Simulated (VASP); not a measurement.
# CuO (C2/c) in VASP: single point with PBEsol

Aim: the single point of CuO with PBEsol.

Everything below comes from runs of VASP 6.6.1. Logs are shortened: lines on timing, memory, paths and dates and some standing lists are left out, and cuts for length are marked.

### Step 1. The cell of the first run

The typed cell holds 4 atoms: a = 2.937 Å, b = 2.937 Å, c = 5.092 Å, α = 89.96°, β = 89.96°, γ = 89.83°.

### Step 2. Single point, PBEsol (strain +0.0150 x Voigt [1, 1, 0, 0, 0, 0])

INCAR

```
PREC = Accurate
ENCUT = 520
EDIFF = 1E-7
ISMEAR = 0
SIGMA = 0.15
LREAL = False
LASPH = True
NELM = 100
ALGO = Normal
ISIF = 2
LWAVE = False
LCHARG = False
GGA = PS
NBANDS = 25
```

KPOINTS

```
Automatic mesh
0
Gamma
  16 16 10
```

POSCAR

```
CuO
1.0
    2.9374264377     -0.0156960525     -0.0039742416
    0.0241639199      2.9373364819     -0.0039499487
    0.0105018650      0.0103892410      5.0923891494
Cu O
2 2
Direct
    0.5000000000      0.0000000000      0.5000000000
    0.0000000000      0.5000000000      0.0000000000
    0.0002557345      0.9997387060      0.2500003705
    0.9997442655      0.0002612940      0.7499996295
```

Potentials or basis: VASP PAW PBE potentials, release 64 (Cu, O).

The run is started by

```sh
> cat potpaw_PBE.64/Cu/POTCAR potpaw_PBE.64/O/POTCAR > POTCAR
> mpirun -np 1 vasp_std > vasp.out
```

OUTCAR:

```text
PREC = Accurate
   ENCUT = 520
   EDIFF = 1E-7
   ISMEAR = 0
   LREAL = False
   LASPH = True
   NELM = 100
   ISIF = 2
   GGA = PS

 ion  position               nearest neighbor table
   1  0.500  0.000  0.500-   3 1.94   4 1.94   4 1.94   3 1.94
   2  0.000  0.500  0.000-   4 1.94   3 1.94   4 1.94   3 1.94
   3  0.000  1.000  0.250-   2 1.94   1 1.94   2 1.94   1 1.94
   4  1.000  0.000  0.750-   2 1.94   1 1.94   2 1.94   1 1.94

  LATTYP: Found a base centered monoclinic cell.
 ALAT       =     4.1601758422
 B/A-ratio  =     0.9971194710
 C/A-ratio  =     1.5813992976
 COS(beta)  =    -0.6331223986

  Lattice vectors:

 A1 = (  -2.9374264377,   0.0156960525,   0.0039742416)
 A2 = (  -0.0241639199,  -2.9373364819,   0.0039499487)
 A3 = (   2.9720922226,   2.9320296704,   5.0844649591)

Analysis of symmetry for initial positions (statically):
=====================================================================
 Subroutine PRICEL returns:
 Original cell was already a primitive cell.

 Routine SETGRP: Setting up the symmetry group for a
 base centered monoclinic supercell.

 Subroutine GETGRP returns: Found  4 space group operations
 (whereof  2 operations were pure point group operations)
 out of a pool of  4 trial point group operations.

The static configuration has the point symmetry S_2 .
 The point group associated with its full space group is C_2h.

Analysis of symmetry for dynamics (positions and initial velocities):
=====================================================================
 Subroutine PRICEL returns:
 Original cell was already a primitive cell.

 Routine SETGRP: Setting up the symmetry group for a
 base centered monoclinic supercell.

 Subroutine GETGRP returns: Found  4 space group operations
 (whereof  2 operations were pure point group operations)
 out of a pool of  4 trial point group operations.

The dynamic configuration has the point symmetry S_2 .
 The point group associated with its full space group is C_2h.

 Subroutine INISYM returns: Found  4 space group operations
 (whereof  2 operations are pure point group operations),
 and found     1 'primitive' translations

----------------------------------------------------------------------------------------

                                     Primitive cell

[... 91 lines left out ...]
   LASPH  =      T    aspherical Exc in radial PAW
   ENCUT  =  520.0 eV  38.22 Ry    6.18 a.u.   5.46  5.46  9.47*2*pi/ulx,y,z
   NELM   =    100;   NELMIN=  2; NELMDL= -5     # of ELM steps
   EDIFF  = 0.1E-06   stopping-criterion for ELM
   LREAL  =      F    real-space projection
   EDIFFG = 0.1E-05   stopping-criterion for IOM
   NSW    =      0    number of steps for IOM
   IBRION =     -1    ionic relax: 0-MD 1-quasi-New 2-CG
   NFREE  =      0    steps in history (QN), initial steepest desc. (CG)
   ISIF   =      2    stress and relaxation
   ISYM   =      2    0-nonsym 1-usesym 2-fastsym
   POTIM  = 0.5000    time-step for ionic-motion
   TEBEG  =    0.0;   TEEND  =   0.0 temperature during run
   PSTRESS=    0.0 pullay stress
   NELECT =      34.0000    total number of electrons
   NUPDOWN=      -1.0000    fix difference up-down
   EMIN   =  10.00;   EMAX   =-10.00  energy-range for DOS
   EFERMI =   0.00;   METHOD = LEGACY
   ISMEAR =     0;   SIGMA  =   0.15  broadening in eV -4-tet -1-fermi 0-gaus
   EFERMI_NEDOS =   21; number of points for ismear=-14 and -15
   IALGO  =     38    algorithm
   IMIX   =      4    mixing-type and parameters
     AMIX     =   0.40;   BMIX     =  1.00
     AMIX_MAG =   1.60;   BMIX_MAG =  1.00
  volume/ion in A,a.u.               =      10.99        74.13
  Fermi-wavevector in a.u.,A,eV,Ry     =   1.502957  2.840177 30.733923  2.258880
  Thomas-Fermi vector in A             =   2.614130
   LORBIT       =      0    0 simple, 1 ext, 2 COOP (PROOUT), +10 PAW based schemes
   GGA     = PS    functional components
   LHFCALC =     F    Hartree Fock is set to
   AEXX    =    0.0000 exact exchange contribution
   IVDW    =     0    specifies the selected vdW correction
   LEPSILON=     F    determine dielectric tensor
   LRPA    =     F    only Hartree local field effects (RPA)
 non-spin polarized calculation
 Gauss-broadening in eV      SIGMA  =   0.15
  energy-cutoff  :      520.00
  volume of cell :       43.94
 maximum number of plane-waves:      1205
 NGX is ok and might be reduce to    24
   NGX = 11   NGY = 11   NGZ = 19

 number of electron      33.9999986 magnetization

 Free energy of the ion-electron system (eV)
  ---------------------------------------------------
  ext. energy  EPLUGINS =         0.00000000
  ---------------------------------------------------
  free energy    TOTEN  =       -21.47932654 eV

  energy without entropy =      -21.45507067  energy(sigma->0) =      -21.46719860

 E-fermi :   4.8573     XC(G=0): -11.6349

 val. band max:        4.8559837135   @ k =  -0.2500   0.5000   0.4000
 cond. band min:       4.8580300011   @ k =   0.5000   0.2500   0.4000
 fundamental gap:      0.0020462876
 Fermi energy:         4.8572795432

 k-point     1 :       0.0000    0.0000    0.0000
  band No.  band energies     occupation
      1     -14.9953      2.00000
      2     -13.5888      2.00000
      3      -3.4287      2.00000
      4      -0.7156      2.00000
      5      -0.7094      2.00000
      6       1.0376      2.00000
[... 661 lines left out ...]
     24      19.4440      0.00000
     25      19.5232      0.00000

 [... further k-points ...]

------------------------ aborting loop because EDIFF is reached ----------------------------------------

  FORCE on cell =-STRESS in cart. coord.  units (eV):
  Direction    XX          YY          ZZ          XY          YZ          ZX
  --------------------------------------------------------------------------------------
  -------------------------------------------------------------------------------------
  Total       -1.0396368     -1.0394255     -0.8163955     -0.0069395     -0.0020288     -0.0020404
  in kB      -37.9077879    -37.9000829    -29.7678450     -0.2530334     -0.0739758     -0.0743982
  external PRESSURE =     -35.1919053 kB  Pullay stress =       0.0000000 kB

 VOLUME and BASIS-vectors are now :
 -----------------------------------------------------------------------------
  energy-cutoff  :      520.00
  volume of cell :       43.94
      direct lattice vectors                 reciprocal lattice vectors
     2.937426438 -0.015696052 -0.003974242     0.340418146 -0.002801377 -0.000696318
     0.024163920  2.937336482 -0.003949949     0.001818125  0.340428587 -0.000698275
     0.010501865  0.010389241  5.092389149     0.000267082  0.000261870  0.196370396

 POSITION                                       TOTAL-FORCE (eV/Angst)
 -----------------------------------------------------------------------------------
      1.47396     -0.00265      2.54421        -0.000000      0.000000     -0.000000
      0.01208      1.46867     -0.00197        -0.000000      0.000000     -0.000000
      0.02753      2.93916      1.26915        -0.000084      0.000085      0.000000
      2.94456     -0.00713      3.81532         0.000084     -0.000085     -0.000000
 -----------------------------------------------------------------------------------
    total drift:                                0.000000      0.000000     -0.000000

  FREE ENERGIE OF THE ION-ELECTRON SYSTEM (eV)
  ---------------------------------------------------
  free  energy   TOTEN  =       -21.4793265406 eV

  energy  without entropy=      -21.4550706665  energy(sigma->0) =      -21.46719860
```

OSZICAR:

```text
N       E                     dE             d eps       ncg     rms          rms(c)
DAV:   1     0.295278129517E+03    0.29528E+03   -0.16320E+04 36012   0.210E+03
DAV:   2     0.102733427334E+02   -0.28500E+03   -0.26315E+03 35012   0.391E+02
DAV:   3    -0.263845557728E+02   -0.36658E+02   -0.34657E+02 43932   0.156E+02
DAV:   4    -0.276483873507E+02   -0.12638E+01   -0.12569E+01 42554   0.307E+01
DAV:   5    -0.276736223278E+02   -0.25235E-01   -0.25222E-01 44871   0.384E+00    0.179E+01
DAV:   6    -0.256023524473E+02    0.20713E+01   -0.40785E+01 49457   0.160E+02    0.142E+01
DAV:   7    -0.214269818365E+02    0.41754E+01   -0.11172E+01 42123   0.119E+02    0.253E+00
DAV:   8    -0.215240004489E+02   -0.97019E-01   -0.15564E+00 36402   0.842E+00    0.165E+00
DAV:   9    -0.214845076193E+02    0.39493E-01   -0.61030E-02 50435   0.573E+00    0.509E-01
DAV:  10    -0.214809498633E+02    0.35578E-02   -0.13196E-02 47473   0.131E+00    0.404E-01
DAV:  11    -0.214792842975E+02    0.16656E-02   -0.73198E-03 51633   0.795E-01    0.647E-02
DAV:  12    -0.214793109140E+02   -0.26617E-04   -0.51264E-04 49574   0.281E-01    0.509E-02
DAV:  13    -0.214793272168E+02   -0.16303E-04   -0.47466E-05 52517   0.782E-02    0.851E-03
DAV:  14    -0.214793265715E+02    0.64530E-06   -0.25547E-06 54515   0.279E-02    0.577E-03
DAV:  15    -0.214793265361E+02    0.35335E-07   -0.20337E-06 53582   0.158E-02    0.709E-04
DAV:  16    -0.214793265406E+02   -0.44543E-08   -0.65250E-08 21258   0.275E-03
   1 F= -.21479327E+02 E0= -.21467199E+02  d E =-.242559E-01
```

Wall time 17 min (1 thread of Intel Xeon 8259CL, shared host); peak memory 0.67 GiB.

What came out:

```yaml
Free_energy: -21.4793 eV
Pressure: -3.5 GPa
Band_gap_on_the_k_mesh: zero (band 17 reaches 5.54 eV, above the bottom of band 18 at 4.31 eV)
```

Stress tensor (GPa, compression positive):
```
-3.79 -0.03 -0.01
-0.03 -3.79 -0.01
-0.01 -0.01 -2.98
```

Caveat: the cell differs from its parent crystal (strain +0.0150 x Voigt [1, 1, 0, 0, 0, 0]); the PAW data sets were made with another functional, which shifts forces and pressure a little; semilocal functionals often make such compounds metallic where correlation or magnetic order opens a gap, which also shifts bond lengths.
